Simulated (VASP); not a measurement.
# InP (I-4m2) in VASP: notebook

InP is run at these levels: PBE; tasks: single point.

Everything below comes from runs of VASP 6.6.1. Logs are shortened: lines on timing, memory, paths and dates and some standing lists are left out, and cuts for length are marked.

## (1) The cell of the first run

The structure is tetragonal, space group I-4m2 (No. 119). The conventional cell has a = 4.172 Å, b = 4.172 Å, c = 5.861 Å, α = 90.00°, β = 90.00°, γ = 90.00°. Within 3.4 Å of In (site symmetry -4m2) lie 4 P at 2.55 Å. P (site symmetry -4m2) has 4 In at 2.55 Å within 3.4 Å.

## (2) Single point, PBE

Contents of INCAR:

```
PREC     = Accurate       # precision mode
ENCUT    = 520            # plane-wave cutoff, eV
EDIFF    = 1E-6           # SCF threshold, eV
ISMEAR   = 0              # smearing method
SIGMA    = 0.05           # smearing width, eV
LREAL    = False          # projectors in reciprocal space
LASPH    = True           # aspherical terms in the spheres
NELM     = 100            # most SCF steps
ALGO     = Normal         # electronic algorithm
ISIF     = 2              # what is computed and relaxed
LWAVE    = False          # write WAVECAR
LCHARG   = False          # write CHGCAR
GGA      = PE             # functional
NBANDS   = 16             # bands
```

Contents of KPOINTS:

```
Automatic mesh
0
Gamma
  6 6 6
```

Contents of POSCAR:

```
InP
1.0
    0.0000000000      2.9500366667      2.9305000000
    2.9500366667      0.0000000000      2.9305000000
    2.9500366667      2.9500366667      0.0000000000
In P
1 1
Direct
    0.0000000000      0.0000000000      0.0000000000
    0.2500000000      0.2500000000      0.2500000000
```

Potentials or basis: VASP PAW PBE potentials, release 64 (In_d, P).

Launch:

```console
$ cat potpaw_PBE.64/In_d/POTCAR potpaw_PBE.64/P/POTCAR > POTCAR
$ mpirun -np 1 vasp_std > vasp.out
```

OUTCAR:

```text
PREC = Accurate
   ENCUT = 520
   EDIFF = 1E-6
   ISMEAR = 0
   LREAL = False
   LASPH = True
   NELM = 100
   ISIF = 2
   GGA = PE

 ion  position               nearest neighbor table
   1  0.000  0.000  0.000-   2 2.55   2 2.55   2 2.55   2 2.55
   2  0.250  0.250  0.250-   1 2.55   1 2.55   1 2.55   1 2.55

  LATTYP: Found a body centered tetragonal cell.
 ALAT       =     4.1719818635
 C/A-ratio  =     1.4048479096

  Lattice vectors:

 A1 = (   0.0000000000,  -2.9500366667,  -2.9305000000)
 A2 = (   0.0000000000,   2.9500366667,  -2.9305000000)
 A3 = (   2.9500366667,   0.0000000000,   2.9305000000)

Analysis of symmetry for initial positions (statically):
=====================================================================
 Subroutine PRICEL returns:
 Original cell was already a primitive cell.

 Routine SETGRP: Setting up the symmetry group for a
 body centered tetragonal supercell.

 Subroutine GETGRP returns: Found  8 space group operations
 (whereof  8 operations were pure point group operations)
 out of a pool of 16 trial point group operations.

The static configuration has the point symmetry D_2d.

Analysis of symmetry for dynamics (positions and initial velocities):
=====================================================================
 Subroutine PRICEL returns:
 Original cell was already a primitive cell.

 Routine SETGRP: Setting up the symmetry group for a
 body centered tetragonal supercell.

 Subroutine GETGRP returns: Found  8 space group operations
 (whereof  8 operations were pure point group operations)
 out of a pool of 16 trial point group operations.

The dynamic configuration has the point symmetry D_2d.

 Subroutine INISYM returns: Found  8 space group operations
 (whereof  8 operations are pure point group operations),
 and found     1 'primitive' translations

----------------------------------------------------------------------------------------

                                     Primitive cell

  volume of cell :      51.0066

  direct lattice vectors                    reciprocal lattice vectors
     0.000000000  2.950036667  2.930500000    -0.169489419  0.169489419  0.170619348
     2.950036667  0.000000000  2.930500000     0.169489419 -0.169489419  0.170619348
     2.950036667  2.950036667  0.000000000     0.169489419  0.169489419 -0.170619348

  length of vectors
     4.158190302  4.158190302  4.171981864     0.294218096  0.294218096  0.294218096

  position of ions in fractional coordinates (direct lattice)
     0.000000000  0.000000000  0.000000000
     0.250000000  0.250000000  0.250000000

  ion indices of the primitive-cell ions
   primitive index   ion index
                 1           1
                 2           2

----------------------------------------------------------------------------------------

 KPOINTS: Automatic mesh

Automatic generation of k-mesh.
 Grid dimensions read from file:
 generate k-points for:    6    6    6

 Generating k-lattice:

  Cartesian coordinates                     Fractional coordinates (reciprocal lattice)
    -0.028248236  0.028248236  0.028436558     0.166666667  0.000000000  0.000000000
     0.028248236 -0.028248236  0.028436558     0.000000000  0.166666667  0.000000000
     0.028248236  0.028248236 -0.028436558    -0.000000000 -0.000000000  0.166666667

  Length of vectors
     0.049036349  0.049036349  0.049036349

  Shift w.r.t. Gamma in fractional coordinates (k-lattice)
     0.000000000  0.000000000  0.000000000

 Subroutine IBZKPT returns following result:
 ===========================================

 Found     30 irreducible k-points:

 Following reciprocal coordinates:
            Coordinates               Weight
  0.000000  0.000000  0.000000      1.000000
  0.166667  0.000000  0.000000      8.000000
  0.333333  0.000000  0.000000      8.000000
  0.500000  0.000000  0.000000      4.000000
  0.166667  0.166667  0.000000      2.000000
  0.333333  0.166667  0.000000      8.000000
[... 16 lines left out ...]
  0.333333  0.000000  0.333333      4.000000
  0.500000 -0.000000  0.333333     16.000000
 [... further k-points ...]
   k-points           NKPTS =     30   k-points in BZ     NKDIM =     30   number of bands    NBANDS=     16
   number of dos      NEDOS =    301   number of ions     NIONS =      2
   total plane-waves  NPLWV =  32768
   dimension x,y,z NGX =    32 NGY =   32 NGZ =   32
   dimension x,y,z NGXF=    64 NGYF=   64 NGZF=   64
   ions per type =               1   1
   NGX,Y,Z   is equivalent  to a cutoff of  12.79, 12.79, 12.75 a.u.
   NGXF,Y,Z  is equivalent  to a cutoff of  25.59, 25.59, 25.50 a.u.
 SYSTEM =  unknown system
   PREC   = accura    normal or accurate (medium, high low for compatibility)
   ISTART =      0    job   : 0-new  1-cont  2-samecut
   ICHARG =      2    charge: 1-file 2-atom 10-const
   ISPIN  =      1    spin polarized calculation?
   LNONCOLLINEAR =      F non collinear calculations
   LSORBIT =      F    spin-orbit coupling
   LASPH  =      T    aspherical Exc in radial PAW
   ENCUT  =  520.0 eV  38.22 Ry    6.18 a.u.   7.73  7.73  7.76*2*pi/ulx,y,z
   NELM   =    100;   NELMIN=  2; NELMDL= -5     # of ELM steps
   EDIFF  = 0.1E-05   stopping-criterion for ELM
   LREAL  =      F    real-space projection
   EDIFFG = 0.1E-04   stopping-criterion for IOM
   NSW    =      0    number of steps for IOM
   IBRION =     -1    ionic relax: 0-MD 1-quasi-New 2-CG
   NFREE  =      0    steps in history (QN), initial steepest desc. (CG)
   ISIF   =      2    stress and relaxation
   ISYM   =      2    0-nonsym 1-usesym 2-fastsym
   POTIM  = 0.5000    time-step for ionic-motion
   TEBEG  =    0.0;   TEEND  =   0.0 temperature during run
   PSTRESS=    0.0 pullay stress
   NELECT =      18.0000    total number of electrons
   NUPDOWN=      -1.0000    fix difference up-down
   EMIN   =  10.00;   EMAX   =-10.00  energy-range for DOS
   EFERMI =   0.00;   METHOD = LEGACY
   ISMEAR =     0;   SIGMA  =   0.05  broadening in eV -4-tet -1-fermi 0-gaus
   EFERMI_NEDOS =   21; number of points for ismear=-14 and -15
   IALGO  =     38    algorithm
   IMIX   =      4    mixing-type and parameters
     AMIX     =   0.40;   BMIX     =  1.00
     AMIX_MAG =   1.60;   BMIX_MAG =  1.00
  volume/ion in A,a.u.               =      25.50       172.10
  Fermi-wavevector in a.u.,A,eV,Ry     =   1.156885  2.186195 18.209801  1.338383
  Thomas-Fermi vector in A             =   2.293501
   LORBIT       =      0    0 simple, 1 ext, 2 COOP (PROOUT), +10 PAW based schemes
   GGA     = PE    functional components
   LHFCALC =     F    Hartree Fock is set to
   AEXX    =    0.0000 exact exchange contribution
   IVDW    =     0    specifies the selected vdW correction
   LEPSILON=     F    determine dielectric tensor
   LRPA    =     F    only Hartree local field effects (RPA)
 non-spin polarized calculation
 Gauss-broadening in eV      SIGMA  =   0.05
  energy-cutoff  :      520.00
  volume of cell :       51.01
 maximum number of plane-waves:      1395
   NGX = 15   NGY = 15   NGZ = 15

 number of electron      18.0000008 magnetization

 Free energy of the ion-electron system (eV)
  ---------------------------------------------------
  ext. energy  EPLUGINS =         0.00000000
  ---------------------------------------------------
  free energy    TOTEN  =        -8.38182690 eV

  energy without entropy =       -8.38182690  energy(sigma->0) =       -8.38182690

 E-fermi :   5.3351     XC(G=0):  -9.2217

 val. band max:        5.0709623768   @ k =   0.0000   0.0000   0.0000
 cond. band min:       5.6877181496   @ k =   0.0000   0.0000   0.0000
 fundamental gap:      0.6167557728
 Fermi energy:         5.3351396609

 k-point     1 :       0.0000    0.0000    0.0000
  band No.  band energies     occupation
      1      -9.1176      2.00000
      2      -9.1176      2.00000
      3      -9.1147      2.00000
      4      -8.9719      2.00000
      5      -8.9710      2.00000
      6      -6.3771      2.00000
[... 8 lines left out ...]
     15      14.4251      0.00000
     16      14.5256      0.00000

 k-point     2 :       0.1667    0.0000    0.0000
  band No.  band energies     occupation
      1      -9.1467      2.00000
      2      -9.1056      2.00000
      3      -9.1038      2.00000
      4      -8.9716      2.00000
      5      -8.9703      2.00000
      6      -6.0705      2.00000
[... 8 lines left out ...]
     15      13.6856      0.00000
     16      14.4917      0.00000

 k-point     3 :       0.3333    0.0000    0.0000
  band No.  band energies     occupation
      1      -9.2027      2.00000
      2      -9.0867      2.00000
      3      -9.0849      2.00000
      4      -8.9659      2.00000
      5      -8.9637      2.00000
      6      -5.2807      2.00000
[... 8 lines left out ...]
     15      14.1309      0.00000
     16      14.1314      0.00000

 k-point     4 :       0.5000    0.0000    0.0000
  band No.  band energies     occupation
      1      -9.2291      2.00000
      2      -9.0803      2.00000
      3      -9.0786      2.00000
      4      -8.9598      2.00000
      5      -8.9571      2.00000
      6      -4.6958      2.00000
[... 8 lines left out ...]
     15      15.6372      0.00000
     16      15.6813      0.00000

 k-point     5 :       0.1667    0.1667    0.0000
  band No.  band energies     occupation
      1      -9.1667      2.00000
      2      -9.0933      2.00000
      3      -9.0933      2.00000
      4      -8.9825      2.00000
      5      -8.9624      2.00000
      6      -5.9665      2.00000
[... 8 lines left out ...]
     15      14.6791      0.00000
     16      15.5063      0.00000

 k-point     6 :       0.3333    0.1667    0.0000
  band No.  band energies     occupation
      1      -9.2116      2.00000
      2      -9.0756      2.00000
      3      -9.0713      2.00000
      4      -8.9872      2.00000
      5      -8.9548      2.00000
      6      -5.3274      2.00000
[... 8 lines left out ...]
     15      14.9798      0.00000
     16      15.7749      0.00000

 k-point     7 :       0.5000    0.1667    0.0000
  band No.  band energies     occupation
      1      -9.2370      2.00000
      2      -9.0710      2.00000
      3      -9.0628      2.00000
      4      -8.9766      2.00000
      5      -8.9540      2.00000
      6      -4.5760      2.00000
[... 8 lines left out ...]
     15      15.7230      0.00000
     16      16.0098      0.00000

 k-point     8 :      -0.3333    0.1667    0.0000
  band No.  band energies     occupation
      1      -9.2253      2.00000
      2      -9.0738      2.00000
      3      -9.0701      2.00000
      4      -8.9674      2.00000
      5      -8.9656      2.00000
      6      -4.7919      2.00000
[... 8 lines left out ...]
     15      15.0527      0.00000
     16      16.1440      0.00000

 k-point     9 :      -0.1667    0.1667    0.0000
  band No.  band energies     occupation
      1      -9.1851      2.00000
      2      -9.0916      2.00000
      3      -9.0841      2.00000
      4      -8.9754      2.00000
      5      -8.9651      2.00000
      6      -5.5992      2.00000
[... 8 lines left out ...]
     15      14.4502      0.00000
     16      15.9798      0.00000
[... 172 lines left out ...]
 k-point    19 :       0.5000    0.3333    0.1667
  band No.  band energies     occupation
      1      -9.2421      2.00000
      2      -9.0649      2.00000
      3      -9.0471      2.00000
      4      -8.9912      2.00000
      5      -8.9527      2.00000
      6      -4.6589      2.00000
[... 8 lines left out ...]
     15      16.1233      0.00000
     16      16.7377      0.00000

 k-point    20 :      -0.3333    0.3333    0.1667
  band No.  band energies     occupation
      1      -9.2515      2.00000
      2      -9.0651      2.00000
      3      -9.0366      2.00000
      4      -8.9853      2.00000
      5      -8.9578      2.00000
      6      -4.1980      2.00000
[... 8 lines left out ...]
     15      16.1078      0.00000
     16      16.5914      0.00000

 k-point    21 :      -0.1667    0.3333    0.1667
  band No.  band energies     occupation
      1      -9.2422      2.00000
      2      -9.0645      2.00000
      3      -9.0468      2.00000
      4      -8.9893      2.00000
      5      -8.9544      2.00000
      6      -4.6694      2.00000
[... 8 lines left out ...]
     15      16.0429      0.00000
     16      16.7255      0.00000

 k-point    22 :      -0.3333    0.5000    0.1667
  band No.  band energies     occupation
      1      -9.2703      2.00000
      2      -9.0477      2.00000
      3      -9.0246      2.00000
      4      -8.9995      2.00000
      5      -8.9492      2.00000
      6      -3.9921      2.00000
[... 8 lines left out ...]
     15      16.2623      0.00000
     16      17.0162      0.00000

 k-point    23 :       0.3333    0.0000    0.3333
  band No.  band energies     occupation
      1      -9.2552      2.00000
      2      -9.0428      2.00000
      3      -9.0420      2.00000
      4      -9.0056      2.00000
      5      -8.9468      2.00000
      6      -4.9135      2.00000
[... 8 lines left out ...]
     15      15.3747      0.00000
     16      18.3304      0.00000

 k-point    24 :       0.5000   -0.0000    0.3333
  band No.  band energies     occupation
      1      -9.2712      2.00000
      2      -9.0395      2.00000
      3      -9.0301      2.00000
      4      -9.0036      2.00000
      5      -8.9462      2.00000
      6      -4.2770      2.00000
[... 8 lines left out ...]
     15      15.8795      0.00000
     16      17.0012      0.00000

 [... further k-points ...]
[... 5 lines left out ...]
  --------------------------------------------------------------------------------------
  -------------------------------------------------------------------------------------
  Total        0.7076141      0.7076141      0.7921341      0.0000000      0.0000000      0.0000000
  in kB       22.2269837     22.2269837     24.8818547      0.0000000      0.0000000      0.0000000
  external PRESSURE =      23.1119407 kB  Pullay stress =       0.0000000 kB

 VOLUME and BASIS-vectors are now :
 -----------------------------------------------------------------------------
  energy-cutoff  :      520.00
  volume of cell :       51.01
      direct lattice vectors                 reciprocal lattice vectors
     0.000000000  2.950036667  2.930500000    -0.169489419  0.169489419  0.170619348
     2.950036667  0.000000000  2.930500000     0.169489419 -0.169489419  0.170619348
     2.950036667  2.950036667  0.000000000     0.169489419  0.169489419 -0.170619348

 POSITION                                       TOTAL-FORCE (eV/Angst)
 -----------------------------------------------------------------------------------
      0.00000      0.00000      0.00000        -0.000000     -0.000000      0.000000
      1.47502      1.47502      1.46525         0.000000      0.000000     -0.000000
 -----------------------------------------------------------------------------------
    total drift:                               -0.000000     -0.000000     -0.000000

  FREE ENERGIE OF THE ION-ELECTRON SYSTEM (eV)
  ---------------------------------------------------
  free  energy   TOTEN  =        -8.3818269020 eV

  energy  without entropy=       -8.3818269020  energy(sigma->0) =       -8.38182690
```

Run time: 8.4 s. Hardware: 1 thread of Intel Xeon 6975P-C (Granite Rapids), shared host; peak memory 0.18 GiB.

Results:

```yaml
Free_energy: -8.3818 eV
Pressure: 2.3 GPa
Band_gap_on_the_k_mesh: 0.62 eV, direct
```

Levels at points of the mesh, in eV from the valence-band top:
```csv
k point,band 7,band 8,band 9,band 10,band 11,band 12
"(0.00, 0.00, 0.00)",-0.03,-0.03,0.00,0.62,4.06,4.07
"(0.50, 0.00, 0.00)",-5.68,-0.99,-0.95,1.44,4.76,4.81
"(0.50, 0.50, 0.00)",-5.69,-2.32,-2.32,1.74,2.21,9.15
"(0.50, 0.00, 0.50)",-5.73,-2.29,-2.28,1.77,2.27,9.09
```

Caveat: spin-orbit coupling is left out, which moves the levels of the heavy elements. As with any semilocal functional, this PBE gap is likely too small.

(Part 1 of 2 ends here.)
